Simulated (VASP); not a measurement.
# AgCl (Pm-3m) in VASP: notebook

AgCl is run at these levels: PBE-based global hybrid, PBE-based screened hybrid, r2SCAN50; tasks: single point.

Everything below comes from runs of VASP 6.6.1. Logs are shortened: lines on timing, memory, paths and dates and some standing lists are left out, and cuts for length are marked.

## (1) The cell of the first run

It takes space group Pm-3m (No. 221, cubic). Conventional cell: a = 3.396 Å, b = 3.396 Å, c = 3.396 Å, α = 90.00°, β = 90.00°, γ = 90.00°. Within 3.9 Å of Ag (site symmetry m-3m) lie 8 Cl at 2.94 Å and 6 Ag at 3.40 Å. Cl (site symmetry m-3m) has 8 Ag at 2.94 Å and 6 Cl at 3.40 Å within 3.9 Å.

## (2) Single point, PBE-based global hybrid

Contents of POSCAR:

```
AgCl
1.0
    3.3955880382      0.0000000000      0.0000000000
    0.0000000000      3.3955880382      0.0000000000
    0.0000000000      0.0000000000      3.3955880382
Ag Cl
1 1
Direct
    0.0000000000      0.0000000000      0.0000000000
    0.5000000000      0.5000000000      0.5000000000
```

Contents of INCAR.step1:

```
SYSTEM = AgCl
PREC = Accurate
ENCUT = 520
EDIFF = 1E-5
ISMEAR = 0
SIGMA = 0.01
LREAL = .False.
LASPH = .True.
NELM = 80
ALGO = Normal
ISIF = 2
LWAVE = .True.
LCHARG = .False.
GGA = PE
NBANDS = 16
```

Contents of INCAR.step2:

```
SYSTEM = AgCl
PREC = Accurate
ENCUT = 520
EDIFF = 1E-6
ISMEAR = 0
SIGMA = 0.01
LREAL = .False.
LASPH = .True.
NELM = 80
ALGO = Normal
ISIF = 2
LWAVE = .False.
LCHARG = .False.
GGA = PE
LHFCALC = .True.
AEXX = 0.75
PRECFOCK = Normal
ISTART = 1
NBANDS = 16
```

Contents of KPOINTS:

```
Automatic mesh
0
Gamma
  4 4 4
  0 0 0
```

Potentials or basis: VASP PAW PBE potentials, release 64 (Ag, Cl).

Launch:

```bash
$ cat potpaw_PBE.64/Ag/POTCAR potpaw_PBE.64/Cl/POTCAR > POTCAR
$ cp INCAR.step1 INCAR
$ mpirun -np 1 vasp_std > vasp.out
$ cp INCAR.step2 INCAR
$ mpirun -np 1 vasp_std > vasp.out
```

OUTCAR:

```text
SYSTEM = AgCl
   PREC = Accurate
   ENCUT = 520
   EDIFF = 1E-6
   ISMEAR = 0
   LREAL = .False.
   LASPH = .True.
   NELM = 80
   ISIF = 2
   GGA = PE
   LHFCALC = .True.
   AEXX = 0.75
   PRECFOCK = Normal
   ISTART = 1

 ion  position               nearest neighbor table
   1  0.000  0.000  0.000-   2 2.94   2 2.94   2 2.94   2 2.94   2 2.94   2 2.94   2 2.94   2 2.94

   2  0.500  0.500  0.500-   1 2.94   1 2.94   1 2.94   1 2.94   1 2.94   1 2.94   1 2.94   1 2.94

  LATTYP: Found a simple cubic cell.
 ALAT       =     3.3955880382

  Lattice vectors:

 A1 = (   3.3955880382,   0.0000000000,   0.0000000000)
 A2 = (   0.0000000000,   3.3955880382,   0.0000000000)
 A3 = (   0.0000000000,   0.0000000000,   3.3955880382)

Analysis of symmetry for initial positions (statically):
=====================================================================
 Subroutine PRICEL returns:
 Original cell was already a primitive cell.

 Routine SETGRP: Setting up the symmetry group for a
 simple cubic supercell.

 Subroutine GETGRP returns: Found 48 space group operations
 (whereof 48 operations were pure point group operations)
 out of a pool of 48 trial point group operations.

The static configuration has the point symmetry O_h .

Analysis of symmetry for dynamics (positions and initial velocities):
=====================================================================
 Subroutine PRICEL returns:
 Original cell was already a primitive cell.

 Routine SETGRP: Setting up the symmetry group for a
 simple cubic supercell.

 Subroutine GETGRP returns: Found 48 space group operations
 (whereof 48 operations were pure point group operations)
 out of a pool of 48 trial point group operations.

The dynamic configuration has the point symmetry O_h .

 Subroutine INISYM returns: Found 48 space group operations
 (whereof 48 operations are pure point group operations),
 and found     1 'primitive' translations

----------------------------------------------------------------------------------------

                                     Primitive cell

  volume of cell :      39.1512

  direct lattice vectors                    reciprocal lattice vectors
     3.395588038  0.000000000  0.000000000     0.294499801  0.000000000  0.000000000
     0.000000000  3.395588038  0.000000000     0.000000000  0.294499801  0.000000000
     0.000000000  0.000000000  3.395588038     0.000000000  0.000000000  0.294499801

  length of vectors
     3.395588038  3.395588038  3.395588038     0.294499801  0.294499801  0.294499801

  position of ions in fractional coordinates (direct lattice)
     0.000000000  0.000000000  0.000000000
     0.500000000  0.500000000  0.500000000

  ion indices of the primitive-cell ions
   primitive index   ion index
                 1           1
                 2           2

----------------------------------------------------------------------------------------

 KPOINTS: Automatic mesh

Automatic generation of k-mesh.
 Grid dimensions read from file:
 generate k-points for:    4    4    4

 Generating k-lattice:

  Cartesian coordinates                     Fractional coordinates (reciprocal lattice)
     0.073624950  0.000000000  0.000000000     0.250000000  0.000000000  0.000000000
     0.000000000  0.073624950  0.000000000     0.000000000  0.250000000  0.000000000
     0.000000000  0.000000000  0.073624950     0.000000000  0.000000000  0.250000000

  Length of vectors
     0.073624950  0.073624950  0.073624950

  Shift w.r.t. Gamma in fractional coordinates (k-lattice)
     0.000000000  0.000000000  0.000000000

 Subroutine IBZKPT returns following result:
 ===========================================

 Found     10 irreducible k-points:

 Following reciprocal coordinates:
            Coordinates               Weight
  0.000000  0.000000  0.000000      1.000000
  0.250000  0.000000  0.000000      6.000000
  0.500000  0.000000  0.000000      3.000000
  0.250000  0.250000  0.000000     12.000000
  0.500000  0.250000  0.000000     12.000000
  0.500000  0.500000  0.000000      3.000000
  0.250000  0.250000  0.250000      8.000000
  0.500000  0.250000  0.250000     12.000000
  0.500000  0.500000  0.250000      6.000000
  0.500000  0.500000  0.500000      1.000000
   k-points           NKPTS =     10   k-points in BZ     NKDIM =     64   number of bands    NBANDS=     16
   number of dos      NEDOS =    301   number of ions     NIONS =      2
   total plane-waves  NPLWV =  21952
   dimension x,y,z NGX =    28 NGY =   28 NGZ =   28
   dimension x,y,z NGXF=    56 NGYF=   56 NGZF=   56
   ions per type =               1   1
   NGX,Y,Z   is equivalent  to a cutoff of  13.71, 13.71, 13.71 a.u.
   NGXF,Y,Z  is equivalent  to a cutoff of  27.42, 27.42, 27.42 a.u.
 SYSTEM =  AgCl
   PREC   = accura    normal or accurate (medium, high low for compatibility)
   ISTART =      1    job   : 0-new  1-cont  2-samecut
   ICHARG =      0    charge: 1-file 2-atom 10-const
   ISPIN  =      1    spin polarized calculation?
   LNONCOLLINEAR =      F non collinear calculations
   LSORBIT =      F    spin-orbit coupling
   LASPH  =      T    aspherical Exc in radial PAW
   ENCUT  =  520.0 eV  38.22 Ry    6.18 a.u.   6.31  6.31  6.31*2*pi/ulx,y,z
   NELM   =     80;   NELMIN=  2; NELMDL=  0     # of ELM steps
   EDIFF  = 0.1E-05   stopping-criterion for ELM
   LREAL  =      F    real-space projection
   EDIFFG = 0.1E-04   stopping-criterion for IOM
   NSW    =      0    number of steps for IOM
   IBRION =     -1    ionic relax: 0-MD 1-quasi-New 2-CG
   NFREE  =      0    steps in history (QN), initial steepest desc. (CG)
   ISIF   =      2    stress and relaxation
   ISYM   =      3    0-nonsym 1-usesym 2-fastsym
   POTIM  = 0.5000    time-step for ionic-motion
   TEBEG  =    0.0;   TEEND  =   0.0 temperature during run
   PSTRESS=    0.0 pullay stress
   NELECT =      18.0000    total number of electrons
   NUPDOWN=      -1.0000    fix difference up-down
   EMIN   =  10.00;   EMAX   =-10.00  energy-range for DOS
   EFERMI =   0.00;   METHOD = LEGACY
   ISMEAR =     0;   SIGMA  =   0.01  broadening in eV -4-tet -1-fermi 0-gaus
   EFERMI_NEDOS =   21; number of points for ismear=-14 and -15
   IALGO  =     38    algorithm
   IMIX   =      1    mixing-type and parameters
     AMIX     =   0.40;   BMIX     =  1.00
     AMIX_MAG =   1.60;   BMIX_MAG =  1.00
  volume/ion in A,a.u.               =      19.58       132.10
  Fermi-wavevector in a.u.,A,eV,Ry     =   1.263525  2.387717 21.721655  1.596497
  Thomas-Fermi vector in A             =   2.396878
   LORBIT       =      0    0 simple, 1 ext, 2 COOP (PROOUT), +10 PAW based schemes
   GGA     = PE    functional components
   LHFCALC =     T    Hartree Fock is set to
   PRECFOCK=normal    Normal, Fast or Accurate (Low or Medium for compatibility)
   ENCUT4O =  -1.0   cutoff for four orbital integrals eV
   NKREDX  =     1    reduce k-point grid by
   NKREDY  =     1    reduce k-point grid by
   NKREDZ  =     1    reduce k-point grid by
   AEXX    =    0.7500 exact exchange contribution
   HFSCREEN=    0.0000 screening length (either q_TF or 0.3 A-1)
   HFSCREENC=   0.0000 screening length for correlation (either q_TF or 0.3 A-1)
   ENCUTFOCK=  -1.0 apply spherical cutoff to Coloumb kernel
   IVDW    =     0    specifies the selected vdW correction
   LEPSILON=     F    determine dielectric tensor
   LRPA    =     F    only Hartree local field effects (RPA)
 non-spin polarized calculation
 Gauss-broadening in eV      SIGMA  =   0.01
  energy-cutoff  :      520.00
  volume of cell :       39.15
 maximum number of plane-waves:      1074
 NGX is ok and might be reduce to    28
  NGX = 20; NGY = 20; NGZ = 20

 number of electron      18.0000002 magnetization

 Free energy of the ion-electron system (eV)
  ---------------------------------------------------
  ext. energy  EPLUGINS =         0.00000000
  ---------------------------------------------------
  free energy    TOTEN  =       -10.99104855 eV

  energy without entropy =      -10.99104855  energy(sigma->0) =      -10.99104855

 E-fermi :   0.1633     XC(G=0):  -3.8096

 val. band max:        0.1136875326   @ k =   0.5000   0.0000   0.0000
 cond. band min:       7.5218844662   @ k =   0.0000   0.0000   0.0000
 fundamental gap:      7.4081969337
 Fermi energy:         0.1632639086

 k-point     1 :       0.0000    0.0000    0.0000
  band No.  band energies     occupation
      1     -18.3361      2.00000
      2      -4.3380      2.00000
      3      -4.3380      2.00000
      4      -3.3975      2.00000
      5      -3.3975      2.00000
      6      -3.3975      2.00000
[... 8 lines left out ...]
     15      22.3235      0.00000
     16      24.7899      0.00000

 k-point     2 :       0.2500    0.0000    0.0000
  band No.  band energies     occupation
      1     -18.0451      2.00000
      2      -4.7536      2.00000
      3      -4.2688      2.00000
      4      -3.9795      2.00000
      5      -3.9795      2.00000
      6      -3.3712      2.00000
[... 8 lines left out ...]
     15      21.8429      0.00000
     16      24.5240      0.00000

 k-point     3 :       0.5000    0.0000    0.0000
  band No.  band energies     occupation
      1     -17.7208      2.00000
      2      -5.9136      2.00000
      3      -4.3677      2.00000
      4      -4.3677      2.00000
      5      -4.1982      2.00000
      6      -3.3441      2.00000
[... 8 lines left out ...]
     15      23.4497      0.00000
     16      24.2666      0.00000

 k-point     4 :       0.2500    0.2500    0.0000
  band No.  band energies     occupation
      1     -17.7994      2.00000
      2      -4.8046      2.00000
      3      -4.2357      2.00000
      4      -3.9516      2.00000
      5      -3.9464      2.00000
      6      -3.5530      2.00000
[... 8 lines left out ...]
     15      22.4037      0.00000
     16      22.6678      0.00000
[... 58 lines left out ...]
 k-point     8 :       0.5000    0.2500    0.2500
  band No.  band energies     occupation
      1     -17.3163      2.00000
      2      -5.2570      2.00000
      3      -5.1337      2.00000
      4      -3.8078      2.00000
      5      -3.6092      2.00000
      6      -3.3589      2.00000
[... 8 lines left out ...]
     15      21.1332      0.00000
     16      24.0363      0.00000

 k-point     9 :       0.5000    0.5000    0.2500
  band No.  band energies     occupation
      1     -17.0833      2.00000
      2      -5.3732      2.00000
      3      -5.3732      2.00000
      4      -4.8333      2.00000
      5      -3.4072      2.00000
      6      -2.8656      2.00000
[... 8 lines left out ...]
     15      24.3423      0.00000
     16      24.3423      0.00000

 k-point    10 :       0.5000    0.5000    0.5000
  band No.  band energies     occupation
      1     -16.8130      2.00000
      2      -5.8819      2.00000
      3      -5.8819      2.00000
      4      -5.8819      2.00000
      5      -2.8453      2.00000
      6      -2.8453      2.00000
[... 8 lines left out ...]
     15      25.9738      0.00000
     16      25.9738      0.00000

------------------------ aborting loop because EDIFF is reached ----------------------------------------

  FORCE on cell =-STRESS in cart. coord.  units (eV):
  Direction    XX          YY          ZZ          XY          YZ          ZX
  --------------------------------------------------------------------------------------
  -------------------------------------------------------------------------------------
  Total       -0.0800726     -0.0800726     -0.0800726      0.0000000     -0.0000000      0.0000000
  in kB       -3.2767976     -3.2767976     -3.2767976      0.0000000     -0.0000000      0.0000000
  external PRESSURE =      -3.2767976 kB  Pullay stress =       0.0000000 kB

 VOLUME and BASIS-vectors are now :
 -----------------------------------------------------------------------------
  energy-cutoff  :      520.00
  volume of cell :       39.15
      direct lattice vectors                 reciprocal lattice vectors
     3.395588038  0.000000000  0.000000000     0.294499801  0.000000000  0.000000000
     0.000000000  3.395588038  0.000000000     0.000000000  0.294499801  0.000000000
     0.000000000  0.000000000  3.395588038     0.000000000  0.000000000  0.294499801

 POSITION                                       TOTAL-FORCE (eV/Angst)
 -----------------------------------------------------------------------------------
      0.00000      0.00000      0.00000         0.000000      0.000000      0.000000
      1.69779      1.69779      1.69779         0.000000      0.000000      0.000000
 -----------------------------------------------------------------------------------
    total drift:                               -0.000000      0.000000     -0.000000

  FREE ENERGIE OF THE ION-ELECTRON SYSTEM (eV)
  ---------------------------------------------------
  free  energy   TOTEN  =       -10.9910485535 eV

  energy  without entropy=      -10.9910485535  energy(sigma->0) =      -10.99104855
```

It took 9.2 min on 1 thread of Oxide Virtual Turin-like, shared host; peak memory 0.14 GiB.

Results:

| Property | Result |
| --- | --- |
| Free energy | -10.9910 eV |
| Pressure | -0.3 GPa |
| Band gap on the k mesh | 7.41 eV, indirect (least direct gap 8.96 eV) |

Caveat: the k points lie up to 0.46 Å⁻¹ apart; the PAW data sets were made with another functional, which shifts forces and pressure a little.

## (3) Single point, PBE-based screened hybrid

POSCAR is that of step 2.

Contents of INCAR.step1:

```
SYSTEM = AgCl
PREC     = Accurate       ! precision mode
ENCUT    = 520            ! plane-wave cutoff, eV
EDIFF    = 1E-5           ! SCF threshold, eV
ISMEAR   = 0              ! smearing method
SIGMA    = 0.01           ! smearing width, eV
LREAL    = .False.        ! projectors in reciprocal space
LASPH    = .True.         ! aspherical terms in the spheres
NELM     = 80             ! most SCF steps
ALGO     = Normal         ! electronic algorithm
ISIF     = 2              ! what is computed and relaxed
LWAVE    = .True.         ! write WAVECAR
LCHARG   = .False.        ! write CHGCAR
NBANDS   = 16             ! bands
GGA      = PE             ! functional
```

Contents of INCAR.step2:

```
SYSTEM = AgCl
PREC     = Accurate       ! precision mode
ENCUT    = 520            ! plane-wave cutoff, eV
EDIFF    = 1E-7           ! SCF threshold, eV
ISMEAR   = 0              ! smearing method
SIGMA    = 0.01           ! smearing width, eV
LREAL    = .False.        ! projectors in reciprocal space
LASPH    = .True.         ! aspherical terms in the spheres
NELM     = 80             ! most SCF steps
ALGO     = Normal         ! electronic algorithm
ISIF     = 2              ! what is computed and relaxed
LWAVE    = .False.        ! write WAVECAR
LCHARG   = .False.        ! write CHGCAR
GGA      = PE             ! functional
LHFCALC  = .True.         ! exact exchange
AEXX     = 0.35           ! exact-exchange fraction
HFSCREEN = 0.5            ! screening, 1/A
PRECFOCK = Normal       
NBANDS   = 16             ! bands
ISTART   = 1
```

Contents of KPOINTS:

```
regular mesh
0
Gamma
  4 4 4
  0 0 0
```

Potentials or basis: VASP PAW PBE potentials, release 64 (Ag, Cl).

Launch:

```bash
$ cat potpaw_PBE.64/Ag/POTCAR potpaw_PBE.64/Cl/POTCAR > POTCAR
$ cp INCAR.step1 INCAR
$ mpirun -np 1 vasp_std > vasp.out
$ cp INCAR.step2 INCAR
$ mpirun -np 1 vasp_std > vasp.out
```

It took 9.5 min on 1 thread of Oxide Virtual Turin-like, shared host; peak memory 0.23 GiB.

Results (log left out):

| Quantity | Value |
| --- | --- |
| Free energy | -6.0746 eV |
| Pressure | 1.6 GPa |
| Band gap on the k mesh | 1.76 eV, indirect (least direct gap 3.27 eV) |

Levels at points of the mesh, in eV from the valence-band top:
```tsv
k point	band 5	band 6	band 7	band 8	band 9	band 10	band 11	band 12	band 13	band 14
(0.00, 0.00, 0.00)	-2.44	-2.44	-1.51	-1.51	-1.51	1.76	10.50	10.50	15.59	15.59
(0.50, 0.00, 0.00)	-3.23	-2.39	-1.90	0.00	0.00	6.09	7.10	10.44	11.35	11.35
(0.50, 0.50, 0.00)	-2.74	-2.74	-2.72	-2.06	-0.81	3.92	10.49	10.49	11.84	15.15
(0.50, 0.50, 0.50)	-2.04	-2.04	-0.35	-0.35	-0.35	5.79	5.79	5.79	8.62	19.40
```

Caveat: the k points lie up to 0.46 Å⁻¹ apart; the PAW data sets were made with another functional, which shifts forces and pressure a little. A k mesh can miss the band edges.

## (4) Single point, PBE-based screened hybrid

POSCAR is that of step 3.

Contents of INCAR.step1:

```
SYSTEM = AgCl
PREC = Accurate
ENCUT = 520
EDIFF = 1E-5
ISMEAR = 0
SIGMA = 0.01
LREAL = .FALSE.
LASPH = .TRUE.
NELM = 100
ALGO = Normal
ISIF = 2
LWAVE = .TRUE.
LCHARG = .FALSE.
GGA = PE
NBANDS = 16
```

Contents of INCAR.step2:

```
SYSTEM = AgCl
PREC = Accurate
ENCUT = 520
EDIFF = 1E-6
ISMEAR = 0
SIGMA = 0.01
LREAL = .FALSE.
LASPH = .TRUE.
NELM = 100
ALGO = Normal
ISIF = 2
LWAVE = .FALSE.
LCHARG = .FALSE.
GGA = PE
LHFCALC = .TRUE.
AEXX = 0.15
HFSCREEN = 0.1
PRECFOCK = Normal
ISTART = 1
NBANDS = 16
```

Contents of KPOINTS:

```
regular mesh
0
G
  4 4 4
  0 0 0
```

Launch:

```bash
$ cat potpaw_PBE.64/Ag/POTCAR potpaw_PBE.64/Cl/POTCAR > POTCAR
$ cp INCAR.step1 INCAR
$ mpirun -np 1 vasp_std > vasp.out
$ cp INCAR.step2 INCAR
$ mpirun -np 1 vasp_std > vasp.out
```

It took 5.1 min on 1 thread of Oxide Virtual Turin-like, shared host; peak memory 0.23 GiB.

The run converged. Its results:

- Free energy: -5.9922 eV
- Pressure: 1.3 GPa
- Band gap on the k mesh: 1.63 eV, indirect (least direct gap 3.22 eV)

Levels at points of the mesh, in eV from the valence-band top:
```csv
k point,band 7,band 8,band 9,band 10,band 11,band 12
"(0.00, 0.00, 0.00)",-1.58,-1.58,-1.58,1.63,10.47,10.47
"(0.50, 0.00, 0.00)",-1.72,0.00,0.00,5.97,6.97,10.39
"(0.50, 0.50, 0.00)",-2.50,-1.82,-0.89,3.85,10.32,10.32
"(0.50, 0.50, 0.50)",-0.26,-0.26,-0.26,5.70,5.70,5.70
```

Caveat: the k points lie up to 0.46 Å⁻¹ apart; the PAW data sets were made with another functional, which shifts forces and pressure a little.

(Continued in part 2 of 2.)
